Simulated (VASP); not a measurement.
Write the native input for VASP 6.6.1 that does the following.

```yaml
Task: single point
Functional: r2SCAN
Potentials_or_basis: VASP PAW PBE potentials, release 64 (Sn_d, Se, Pb_d)
Cutoff: 520 eV
k_mesh: 6 × 6 × 6
Occupations: fermi-dirac, width 0.02 eV
Spin: no spin polarisation
Dipole_correction: no
Further_INCAR_settings: ALGO = Normal; EDIFF = 1e-06; NBANDS = 50
```

The system is Sn3PbSe4.

```xyz
8
Lattice="-2.9695 2.9695 5.9363 2.9695 -2.9695 5.9363 2.9695 2.9695 -5.9363" Properties=species:S:1:pos:R:3 pbc="T T T"
Sn    0.0000    2.9695    2.9681
Sn    0.0000    0.0000    0.0000
Sn    2.9695    0.0000    2.9681
Se    0.0000    2.9695    0.0000
Se    0.0000    0.0000    8.9479
Se    2.9695    0.0000    0.0000
Se    0.0000    0.0000    2.9246
Pb    0.0000    0.0000    5.9363
```

The input as run:

POSCAR

```
Sn3PbSe4
1.0
   -2.9694941756      2.9694941756      5.9362660125
    2.9694941756     -2.9694941756      5.9362660125
    2.9694941756      2.9694941756     -5.9362660125
Sn Se Pb
3 4 1
Direct
    0.7500000000      0.2500000000      0.5000000000
    0.0000000000      0.0000000000      0.0000000000
    0.2500000000      0.7500000000      0.5000000000
    0.5000000000      0.0000000000      0.5000000000
    0.7536645292      0.7536645292      0.0000000000
    0.0000000000      0.5000000000      0.5000000000
    0.2463354708      0.2463354708      0.0000000000
    0.5000000000      0.5000000000      0.0000000000
```

INCAR.step1

```
SYSTEM = Sn3PbSe4
PREC = Accurate
ENCUT = 520
ISMEAR = -1
SIGMA = 0.02
LREAL = .FALSE.
LASPH = .TRUE.
NELM = 60
NBANDS = 50
GGA = PE
ALGO = Normal
EDIFF = 1E-4
LWAVE = .TRUE.
LCHARG = .FALSE.
```

INCAR.step2

```
SYSTEM = Sn3PbSe4
PREC = Accurate
ENCUT = 520
EDIFF = 1E-6
ISMEAR = -1
SIGMA = 0.02
LREAL = .FALSE.
LASPH = .TRUE.
NELM = 60
ALGO = Normal
ISIF = 2
LWAVE = .FALSE.
LCHARG = .FALSE.
METAGGA = R2SCAN
LMIXTAU = .TRUE.
NBANDS = 50
ISTART = 1
```

KPOINTS

```
regular mesh
0
G
  6 6 6
  0 0 0
```

Potentials or basis: VASP PAW PBE potentials, release 64 (Sn_d, Se, Pb_d).

Run with:

```bash
$ cat potpaw_PBE.64/Sn_d/POTCAR potpaw_PBE.64/Se/POTCAR potpaw_PBE.64/Pb_d/POTCAR > POTCAR
$ cp INCAR.step1 INCAR
$ mpirun -np 1 vasp_std > vasp.out
$ cp INCAR.step2 INCAR
$ mpirun -np 1 vasp_std > vasp.out
```

Results of the run:

```yaml
Pressure: 3.7 GPa
Largest_force: 0.011 eV/Å
Band_gap_on_the_k_mesh: 0.30 eV
```

Caveat: the cell stands under pressure; the PAW data sets were made with another functional, which shifts forces and pressure a little; spin-orbit coupling is left out, which moves the levels of the heavy elements.

It took 17 min on 1 thread of Intel(R) Xeon(R) Platinum 8488C (Sapphire Rapids) (shared host), peak memory 0.6 GiB.
